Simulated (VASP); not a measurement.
Write the native input for VASP 6.6.1 that does the following.

```
Task                   : single point
Functional             : LDA
Potentials or basis    : VASP PAW LDA potentials, release 64 (Ta_sv_GW, N)
Cutoff                 : 600 eV
k mesh                 : 10 × 10 × 6
Occupations            : fermi-dirac, width 0.05 eV
Spin                   : no spin polarisation
Dipole correction      : no
Second run             : valence_matched
Further INCAR settings : ALGO = Normal; EDIFF = 1e-06; NBANDS = 22
```

The structure of Ta2N lies in POSCAR:

```
Ta2N
1.0
    3.0919691885      0.0000000000      0.0000000000
   -1.5459845943      2.6777238649      0.0000000000
    0.0000000000      0.0000000000      4.8371565186
Ta N
2 1
Direct
    0.3333333333      0.6666666667      0.2547110000
    0.6666666667      0.3333333333      0.7452890000
    0.0000000000      0.0000000000      0.0000000000
```

One way to write it, as run:

INCAR

```
  ALGO = Normal
  EDIFF = 1E-6
  ENCUT = 600
  GGA_COMPAT = False
  ISIF = 2
  ISMEAR = -1
  LASPH = True
  LCHARG = True
  LELF = True
  LREAL = False
  LVHAR = True
  LWAVE = False
  NBANDS = 22
  NELM = 120
  PREC = Accurate
  SIGMA = 0.05
```

KPOINTS

```
k-points
0
Gamma
  10 10 6
```

Potentials or basis: VASP PAW LDA potentials, release 64 (Ta_sv_GW, N).

Command:

```sh
$ cat potpaw_LDA.64/Ta_sv_GW/POTCAR potpaw_LDA.64/N/POTCAR > POTCAR
$ mpirun -np 1 vasp_std > vasp.out
```

It gave:

```json
{
  "Pressure": "-8.3 GPa",
  "Largest force": "0.300 eV/Å"
}
```

It took 96 s on 1 thread of AMD EPYC 7R43 64-Core Processor (Zen 3) (shared host), peak memory 0.18 GiB.
